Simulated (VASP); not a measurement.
Set up this calculation in VASP 6.6.1, as the native input.

| Item | Value |
| --- | --- |
| Task | single point |
| Functional | PBE |
| Potentials or basis | VASP PAW PBE potentials, release 64 (Ga_d, N) |
| Cutoff | 520 eV |
| k mesh | 12 × 12 × 6 |
| Occupations | fermi-dirac, width 0.02 eV |
| Spin | no spin polarisation |
| Dipole correction | no |
| Further INCAR settings | ALGO = Normal; EDIFF = 1e-06; NBANDS = 26 |

The structure of GaN lies in POSCAR:

```
GaN
1.0
    3.2745057562      0.0000000000      0.0000000000
   -1.6372528781      2.8358051697      0.0000000000
    0.0000000000      0.0000000000      5.3323952009
Ga N
2 2
Direct
    0.3333333333      0.6666666667     -0.0010094593
    0.6666666667      0.3333333333      0.4989905407
    0.3333333333      0.6666666667      0.3760094593
    0.6666666667      0.3333333333      0.8760094593
```

This cell differs from its parent crystal: strain +2.9%.

One way to write it, as run:

INCAR

```
SYSTEM = GaN
  PREC = Accurate
  ENCUT = 520
  EDIFF = 1E-6
  ISMEAR = -1
  SIGMA = 0.02
  LREAL = .False.
  LASPH = .True.
  NELM = 80
  ALGO = Normal
  ISIF = 2
  LWAVE = .False.
  LCHARG = .True.
  GGA = PE
  LELF = .True.
  LVHAR = .True.
  NBANDS = 26
```

KPOINTS

```
Automatic mesh
0
Gamma
  12 12 6
  0 0 0
```

Potentials or basis: VASP PAW PBE potentials, release 64 (Ga_d, N).

Run with:

```sh
$ cat potpaw_PBE.64/Ga_d/POTCAR potpaw_PBE.64/N/POTCAR > POTCAR
$ mpirun -np 1 vasp_std > vasp.out
```

It gave:

| Item | Value |
| --- | --- |
| Pressure | -7.7 GPa |
| Largest force | 0.004 eV/Å |
| Band gap on the k mesh | 1.38 eV |

Caveat: the cell differs from its parent crystal (strain +2.9%); the cell stands under tension.

It took 2.5 min on 1 thread of Intel Xeon 8259CL (shared host), peak memory 0.22 GiB.
